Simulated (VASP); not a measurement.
# Hg (P6_3/mmc) in VASP: notebook

The runs below take Hg through relaxation of cell and atoms, single point, with PBE+D3(BJ).

All numbers are computed with VASP 6.6.1; they aren't measurements. Logs are shortened: lines on timing, memory, paths and dates and some standing lists are left out, and cuts for length are marked.

## Step 1: The cell of the first run

Symmetry: P6_3/mmc, No. 194, hexagonal system. Conventional cell: a = 3.337 Å, b = 3.337 Å, c = 10.588 Å, α = 90.00°, β = 90.00°, γ = 120.00°. Within 4.3 Å of Hg (site symmetry -3m) lie 12 Hg at 3.27 to 3.34 Å. Hg (site symmetry -6m2) has 12 Hg at 3.27 to 3.34 Å within 4.3 Å.

## Step 2: Relaxation of cell and atoms, PBE+D3(BJ)

The input, INCAR:

```
SYSTEM = Hg
  ALGO = Normal
  EDIFF = 1E-7
  EDIFFG = -0.005
  ENCUT = 600
  GGA = PE
  IBRION = 2
  ISIF = 3
  ISMEAR = 0
  IVDW = 12
  LASPH = .TRUE.
  LCHARG = .FALSE.
  LREAL = .FALSE.
  LWAVE = .FALSE.
  NELM = 100
  NSW = 100
  PREC = Accurate
  SIGMA = 0.1
```

The input, KPOINTS:

```
k-points
0
G
  15 15 4
  0 0 0
```

The input, POSCAR:

```
Hg
1.0
    3.3374995849      0.0000000000      0.0000000000
   -1.6687497925      2.8903594256      0.0000000000
    0.0000000000      0.0000000000     10.5882697211
Hg
4
Direct
    0.0000000000      0.0000000000      0.0000000000
    0.3333333333      0.6666666667      0.2500000000
    0.0000000000      0.0000000000      0.5000000000
    0.6666666667      0.3333333333      0.7500000000
```

Potentials or basis: VASP PAW PBE potentials, release 64 (Hg).

Command:

```console
$ cat potpaw_PBE.64/Hg/POTCAR > POTCAR
$ mpirun -np 1 vasp_std > vasp.out
```

OUTCAR:

```text
SYSTEM = Hg
   EDIFF = 1E-7
   EDIFFG = -0.005
   ENCUT = 600
   GGA = PE
   IBRION = 2
   ISIF = 3
   ISMEAR = 0
   IVDW = 12
   LASPH = .TRUE.
   LREAL = .FALSE.
   NELM = 100
   NSW = 100
   PREC = Accurate
 IVDW          = 12

 ion  position               nearest neighbor table
   1  0.000  0.000  0.000-   2 3.27   4 3.27   2 3.27   4 3.27   4 3.27   2 3.27
   2  0.333  0.667  0.250-   1 3.27   3 3.27   1 3.27   3 3.27   1 3.27   3 3.27
   3  0.000  0.000  0.500-   2 3.27   4 3.27   2 3.27   4 3.27   4 3.27   2 3.27
   4  0.667  0.333  0.750-   1 3.27   3 3.27   1 3.27   3 3.27   1 3.27   3 3.27

  LATTYP: Found a hexagonal cell.
 ALAT       =     3.3374995849
 C/A-ratio  =     3.1725156668

  Lattice vectors:

 A1 = (   3.3374995849,   0.0000000000,   0.0000000000)
 A2 = (  -1.6687497925,   2.8903594256,   0.0000000000)
 A3 = (   0.0000000000,   0.0000000000,  10.5882697211)

Analysis of symmetry for initial positions (statically):
=====================================================================
 Subroutine PRICEL returns:
 Original cell was already a primitive cell.

 Routine SETGRP: Setting up the symmetry group for a
 hexagonal supercell.

 Subroutine GETGRP returns: Found 24 space group operations
 (whereof 12 operations were pure point group operations)
 out of a pool of 24 trial point group operations.

The static configuration has the point symmetry D_3d.
 The point group associated with its full space group is D_6h.

Analysis of symmetry for dynamics (positions and initial velocities):
=====================================================================
 Subroutine PRICEL returns:
 Original cell was already a primitive cell.

 Routine SETGRP: Setting up the symmetry group for a
 hexagonal supercell.

 Subroutine GETGRP returns: Found 24 space group operations
 (whereof 12 operations were pure point group operations)
 out of a pool of 24 trial point group operations.

The dynamic configuration has the point symmetry D_3d.
 The point group associated with its full space group is D_6h.

 Subroutine INISYM returns: Found 24 space group operations
 (whereof 12 operations are pure point group operations),
 and found     1 'primitive' translations

----------------------------------------------------------------------------------------

                                     Primitive cell

  volume of cell :     102.1405

  direct lattice vectors                    reciprocal lattice vectors
     3.337499585  0.000000000  0.000000000     0.299625505  0.172988866  0.000000000
    -1.668749793  2.890359426  0.000000000     0.000000000  0.345977732  0.000000000
     0.000000000  0.000000000 10.588269721     0.000000000  0.000000000  0.094444137

  length of vectors
     3.337499585  3.337499585 10.588269721     0.345977732  0.345977732  0.094444137
[... 73 lines left out ...]
   NGX,Y,Z   is equivalent  to a cutoff of  13.95, 13.95, 14.13 a.u.
   NGXF,Y,Z  is equivalent  to a cutoff of  27.89, 27.89, 28.26 a.u.
 SYSTEM =  Hg
   PREC   = accura    normal or accurate (medium, high low for compatibility)
   ISTART =      0    job   : 0-new  1-cont  2-samecut
   ICHARG =      2    charge: 1-file 2-atom 10-const
   ISPIN  =      1    spin polarized calculation?
   LNONCOLLINEAR =      F non collinear calculations
   LSORBIT =      F    spin-orbit coupling
   LASPH  =      T    aspherical Exc in radial PAW
   ENCUT  =  600.0 eV  44.10 Ry    6.64 a.u.   6.67  6.67 21.15*2*pi/ulx,y,z
   NELM   =    100;   NELMIN=  2; NELMDL= -5     # of ELM steps
   EDIFF  = 0.1E-06   stopping-criterion for ELM
   LREAL  =      F    real-space projection
   EDIFFG = -.5E-02   stopping-criterion for IOM
   NSW    =    100    number of steps for IOM
   IBRION =      2    ionic relax: 0-MD 1-quasi-New 2-CG
   NFREE  =      1    steps in history (QN), initial steepest desc. (CG)
   ISIF   =      3    stress and relaxation
   ISYM   =      2    0-nonsym 1-usesym 2-fastsym
   POTIM  = 0.5000    time-step for ionic-motion
   TEBEG  =    0.0;   TEEND  =   0.0 temperature during run
   PSTRESS=    0.0 pullay stress
   NELECT =      48.0000    total number of electrons
   NUPDOWN=      -1.0000    fix difference up-down
   EMIN   =  10.00;   EMAX   =-10.00  energy-range for DOS
   EFERMI =   0.00;   METHOD = LEGACY
   ISMEAR =     0;   SIGMA  =   0.10  broadening in eV -4-tet -1-fermi 0-gaus
   EFERMI_NEDOS =   21; number of points for ismear=-14 and -15
   IALGO  =     38    algorithm
   IMIX   =      4    mixing-type and parameters
     AMIX     =   0.40;   BMIX     =  1.00
     AMIX_MAG =   1.60;   BMIX_MAG =  1.00
  volume/ion in A,a.u.               =      25.54       172.32
  Fermi-wavevector in a.u.,A,eV,Ry     =   1.272787  2.405220 22.041274  1.619988
  Thomas-Fermi vector in A             =   2.405647
   LORBIT       =      0    0 simple, 1 ext, 2 COOP (PROOUT), +10 PAW based schemes
   GGA     = PE    functional components
   LHFCALC =     F    Hartree Fock is set to
   AEXX    =    0.0000 exact exchange contribution
   IVDW    =    12    specifies the selected vdW correction
   LEPSILON=     F    determine dielectric tensor
   LRPA    =     F    only Hartree local field effects (RPA)
 conjugate gradient relaxation of ions
 non-spin polarized calculation
 Gauss-broadening in eV      SIGMA  =   0.10
  energy-cutoff  :      600.00
  volume of cell :      102.14
 maximum number of plane-waves:      3462
 NGX is ok and might be reduce to    28
   NGX = 13   NGY = 13   NGZ = 43

--------------------------------------- Ionic step        1  -------------------------------------------

 number of electron      47.9999996 magnetization

 Free energy of the ion-electron system (eV)
  ---------------------------------------------------
  ext. energy  EPLUGINS =         0.00000000
  ---------------------------------------------------
  free energy    TOTEN  =        -0.57387692 eV

  energy without entropy =       -0.56883634  energy(sigma->0) =       -0.57135663

------------------------ aborting loop because EDIFF is reached ----------------------------------------

 Edisp (eV)   -1.63974

 E8    (eV) :    -0.7433
[... 75 lines left out ...]
--------------------------------------- Ionic step        3  -------------------------------------------

 number of electron      47.9999999 magnetization

 Free energy of the ion-electron system (eV)
  ---------------------------------------------------
  ext. energy  EPLUGINS =         0.00000000
  ---------------------------------------------------
  free energy    TOTEN  =        -0.59561038 eV

  energy without entropy =       -0.59063978  energy(sigma->0) =       -0.59312508

 E-fermi :   1.7725     XC(G=0): -10.3555

 val. band max:        1.7493377030   @ k =   0.2000   0.2000   0.0000
 cond. band min:       1.7784115550   @ k =   0.2667   0.1333   0.0000
 fundamental gap:      0.0290738520
 Fermi energy:         1.7724823237

 k-point     1 :       0.0000    0.0000    0.0000
  band No.  band energies     occupation
      1      -6.2726      2.00000
      2      -5.4349      2.00000
      3      -5.3075      2.00000
      4      -5.2923      2.00000
      5      -4.6952      2.00000
      6      -4.6952      2.00000
[... 733 lines left out ...]
     27       4.5211      0.00000
     28       5.4082      0.00000

 [... further k-points ...]

------------------------ aborting loop because EDIFF is reached ----------------------------------------

 Edisp (eV)   -1.61907

 E8    (eV) :    -0.7342
[... 27 lines left out ...]
  FREE ENERGIE OF THE ION-ELECTRON SYSTEM (eV)
  ---------------------------------------------------
  free  energy   TOTEN  =        -2.2146821299 eV

  energy  without entropy=       -2.2097115235  energy(sigma->0) =       -2.21219683

 reached required accuracy - stopping structural energy minimisation
```

OSZICAR:

```text
N       E                     dE             d eps       ncg     rms          rms(c)
DAV:   1     0.434788434354E+03    0.43479E+03   -0.26712E+04  4536   0.185E+03
DAV:   2     0.161017178389E+02   -0.41869E+03   -0.40134E+03  4600   0.446E+02
DAV:   3    -0.494776887163E+00   -0.16596E+02   -0.16197E+02  5092   0.908E+01
DAV:   4    -0.662473918605E+00   -0.16770E+00   -0.16732E+00  4808   0.717E+00
[... 23 lines left out ...]
DAV:   3    -0.595962366656E+00    0.14230E-02   -0.42188E-03  4576   0.507E-01    0.313E-01
DAV:   4    -0.595633598278E+00    0.32877E-03   -0.33416E-04  4596   0.112E-01    0.266E-02
DAV:   5    -0.595610131692E+00    0.23467E-04   -0.86838E-05  4948   0.829E-02    0.472E-03
DAV:   6    -0.595610332966E+00   -0.20127E-06   -0.35536E-06  4600   0.103E-02    0.511E-03
DAV:   7    -0.595610383907E+00   -0.50941E-07   -0.14704E-08  2372   0.918E-04
   3 F= -.22146821E+01 E0= -.22121968E+01  d E =-.106171E-02
```

CONTCAR:

```text
Hg
   1.00000000000000
     3.3513870587767989   -0.0000000000002403    0.0000000000000000
    -1.6756935294388156    2.9023863307712787    0.0000000000000000
    -0.0000000000000000    0.0000000000000000   10.6359128395491478
  Hg
     4
Direct
     0.0000000000000000    1.0000000000000000    0.0000000000000000
     0.3333333332999970    0.6666666667000030    0.2500000000000000
     0.0000000000000000    1.0000000000000000    0.5000000000000000
     0.6666666667000030    0.3333333332999970    0.7500000000000000

  0.00000000E+00  0.00000000E+00  0.00000000E+00
  0.00000000E+00  0.00000000E+00  0.00000000E+00
  0.00000000E+00  0.00000000E+00  0.00000000E+00
  0.00000000E+00  0.00000000E+00  0.00000000E+00
```

It took 5.2 min on 1 thread of Intel Xeon 6975P-C (Granite Rapids), shared host; peak memory 0.4 GiB.

What came out:

- Free energy: -2.2147 eV
- Relaxed volume: 25.86 Å³/atom
- Relaxed cell: a = 3.351 Å, b = 3.351 Å, c = 10.636 Å, α = 90.00°, β = 90.00°, γ = 120.00°
- Space group after relaxing (to 0.05 Å): P6_3/mmc (No. 194)
- Energy gained by relaxing: 0.3 meV/atom
- Ionic steps: 3
- Pressure after relaxing: 0.0 GPa
- Band gap on the k mesh: zero (band 24 reaches 1.95 eV, above the bottom of band 25 at 0.97 eV)
- Dispersion energy per atom: -0.405 eV

The path:
```tsv
step	energy change (eV)	largest force (eV/Å)	pressure (GPa)	volume (Å³)
1	0.0000	0.0000	0.28	102.14
2	-0.0008	0.0000	0.14	102.80
3	-0.0011	0.0000	0.00	103.46
```

Final structure:
```yaml
crystal:
  lattice:
    - [3.35139, 0.00000, 0.00000]
    - [-1.67569, 2.90239, 0.00000]
    - [0.00000, 0.00000, 10.63591]
  atoms:
    - { symbol: Hg, position: [0.00000, 0.00000, 0.00000] }
    - { symbol: Hg, position: [0.33333, 0.66667, 0.25000] }
    - { symbol: Hg, position: [0.00000, 0.00000, 0.50000] }
    - { symbol: Hg, position: [0.66667, 0.33333, 0.75000] }
```

Levels at points of the mesh, in eV from the Fermi level:
```tsv
k point	band 20	band 21	band 22	band 23	band 24	band 25	band 26	band 27	band 28
(0.00, 0.00, 0.00)	-5.71	-5.71	-5.48	-5.48	-1.21	-0.80	6.93	6.94	11.64
(0.00, 0.00, 0.50)	-5.58	-5.58	-5.58	-3.93	-3.93	2.66	2.66	11.58	11.58
```

Caveat: spin-orbit coupling is left out, which moves the levels of the heavy elements; pairwise dispersion overbinds metals, which lowers pressure and volume.

[end of part 1 of 2]
